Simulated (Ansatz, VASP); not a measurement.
## SnO in VASP and in Ansatz

File POSCAR:

```
SnO
1.0
    0.0000000000      2.5369732561      2.5369732561
    2.5369732561      0.0000000000      2.5369732561
    2.5369732561      2.5369732561      0.0000000000
Sn O
1 1
Direct
    0.0000000000      0.0000000000      0.0000000000
    0.5000000000      0.5000000000      0.5000000000
```

Contents of INCAR.step1:

```
PREC = Accurate
ENCUT = 520
EDIFF = 1E-5
ISMEAR = 0
SIGMA = 0.01
LREAL = F
LASPH = T
NELM = 60
ALGO = Normal
ISIF = 2
LWAVE = T
LCHARG = F
NBANDS = 17
GGA = PE
```

File INCAR.step2:

```
PREC = Accurate
ENCUT = 520
EDIFF = 1E-6
ISMEAR = 0
SIGMA = 0.01
LREAL = F
LASPH = T
NELM = 60
ALGO = Normal
ISIF = 2
LWAVE = F
LCHARG = F
GGA = PE
LHFCALC = T
HFSCREEN = 0.2079
PRECFOCK = Normal
NBANDS = 17
ISTART = 1
```

KPOINTS

```
Automatic mesh
0
Gamma
  4 4 4
```

Input for Ansatz:

```yaml
crystal:
  lattice:
    - [0.0, 2.5369732561, 2.5369732561]
    - [2.5369732561, 0.0, 2.5369732561]
    - [2.5369732561, 2.5369732561, 0.0]
  atoms:
    - { symbol: Sn, position: [0.0, 0.0, 0.0] }
    - { symbol: O, position: [0.5, 0.5, 0.5] }
kpoints:
  mp_grid: { grid: [4, 4, 4] }
hamiltonian:
  xc: hse06
  pseudopotentials: { kind: nc }
scf:
  occupations: { method: fixed }
  n_extra_bands: 4
output:
  forces: true
  stress: true
  eigenvalues: true
```

Alike in both runs: task single point; functional HSE06; k mesh 4 × 4 × 4; no spin polarisation.

|  | VASP | Ansatz |
| --- | --- | --- |
| version | VASP 6.6.1 | Ansatz 0.2.0 |
| potentials or method | VASP PAW PBE potentials, release 64 (Sn_d, O) | plane waves |
| plane-wave cutoff (eV) | 520 | 1240 |
| occupations | gaussian, width 0.01 eV | fixed |
| valence electrons in the cell | 20 | 20 |

|  | VASP | Ansatz | Ansatz less VASP |
| --- | --- | --- | --- |
| gap on the k mesh at the Fermi level (eV) | 1.29 | 1.30 | +0.010 |
| pressure (GPa) | -1.1 | 0.0 | +1.16 |

Ansatz's warnings: stress exchange threshold loose, stress scf threshold loose.

The k mesh is coarse, so the values compare programs but aren't converged.
